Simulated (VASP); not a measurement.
Here is a VASP 6.6.1 calculation.

File INCAR:

```
SYSTEM = Be3Te2
  PREC = Accurate
  ENCUT = 600
  EDIFF = 1E-6
  ISMEAR = 0
  SIGMA = 0.1
  LREAL = .FALSE.
  LASPH = .TRUE.
  NELM = 80
  ALGO = Normal
  ISIF = 3
  LWAVE = .FALSE.
  LCHARG = .FALSE.
  GGA = PE
  IBRION = 2
  NSW = 100
  EDIFFG = -0.01
```

The input KPOINTS:

```
Automatic mesh
0
G
  8 8 8
  0 0 0
```

The input POSCAR:

```
Be3Te2
1.0
    4.7972580509      0.0000000000      0.0000000000
    0.0000000000      4.7972580509      0.0000000000
    0.0000000000      0.0000000000      4.7972580509
Be Te
3 2
Direct
    0.0000000000      0.5000000000      0.5000000000
    0.5000000000      0.0000000000      0.5000000000
    0.5000000000      0.5000000000      0.0000000000
    0.0000000000      0.0000000000      0.0000000000
    0.5000000000      0.5000000000      0.5000000000
```

Potentials or basis: VASP PAW PBE potentials, release 64 (Be, Te).

Launch:

```bash
$ cat potpaw_PBE.64/Be/POTCAR potpaw_PBE.64/Te/POTCAR > POTCAR
$ mpirun -np 1 vasp_std > vasp.out
```

(1) What does it give for the relaxed volume?

(2) Predict the band gap on the k mesh.

(3) Estimate the relaxed cell.

Results:

(1) 21.96 Å³/atom.

(2) zero (bands 9 and 10 overlap by 3.93 eV).

(3) a = 4.788 Å, b = 4.788 Å, c = 4.788 Å, α = 90.00°, β = 90.00°, γ = 90.00°.

Caveat: spin-orbit coupling is left out, which moves the levels of the heavy elements.
